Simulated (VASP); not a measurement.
Write the native input for VASP 6.6.1 that does the following.

```yaml
Task: single point
Functional: PBE
Potentials_or_basis: VASP PAW PBE potentials, release 64 (Ga_d, S)
Cutoff: 520 eV
k_mesh: 3 × 3 × 4
Occupations: gaussian, width 0.1 eV
Spin: no spin polarisation
Dipole_correction: no
Further_INCAR_settings: ALGO = Normal; EDIFF = 1e-06; NBANDS = 41
```

The structure of GaS3 lies in POSCAR:

```
GaS3
1.0
    5.2114430038     -0.0000000025      0.0000000000
   -2.6057214997      4.5132420329      0.0000000000
    0.0000000000      0.0000000000      7.5792371023
Ga S
2 6
Direct
    0.6666666667      0.3333333333      0.0000000000
    0.3333333333      0.6666666667      0.0000000000
    0.6976047033      0.6976047033      0.7835060874
    0.3023952967      0.3023952967      0.2164939126
    0.0000000000      0.3023952967      0.7835060874
    0.3023952967      0.0000000000      0.7835060874
    0.6976047033      0.0000000000      0.2164939126
    0.0000000000      0.6976047033      0.2164939126
```

The cell was built from a structure type or drawn by symmetry, and may not be a known phase.

These files were run (other wordings do the same):

INCAR

```
SYSTEM = GaS3
PREC     = Accurate       ! precision mode
ENCUT    = 520            ! plane-wave cutoff, eV
EDIFF    = 1E-6           ! SCF threshold, eV
ISMEAR   = 0              ! smearing method
SIGMA    = 0.1            ! smearing width, eV
LREAL    = .FALSE.        ! projectors in reciprocal space
LASPH    = .TRUE.         ! aspherical terms in the spheres
NELM     = 60             ! most SCF steps
ALGO     = Normal         ! electronic algorithm
ISIF     = 2              ! what is computed and relaxed
LWAVE    = .FALSE.        ! write WAVECAR
LCHARG   = .FALSE.        ! write CHGCAR
GGA      = PE             ! functional
NBANDS   = 41             ! bands
```

KPOINTS

```
regular mesh
0
G
  3 3 4
  0 0 0
```

Potentials or basis: VASP PAW PBE potentials, release 64 (Ga_d, S).

Command:

```console
$ cat potpaw_PBE.64/Ga_d/POTCAR potpaw_PBE.64/S/POTCAR > POTCAR
$ mpirun -np 1 vasp_std > vasp.out
```

It gave:

```
Pressure               : 0.0 GPa
Largest force          : 0.008 eV/Å
Band gap on the k mesh : zero (bands 31 and 32 overlap by 2.17 eV)
```

Caveat: the k points lie up to 0.46 Å⁻¹ apart, too coarse for converged energies and pressures of a metal; this functional lacks dispersion, which binds the layers, so the pressure and a relaxed spacing across them are unreliable.

Wall time 76 s on 1 thread of Intel(R) Xeon(R) 6975P-C (Granite Rapids) (shared host), peak memory 0.29 GiB.
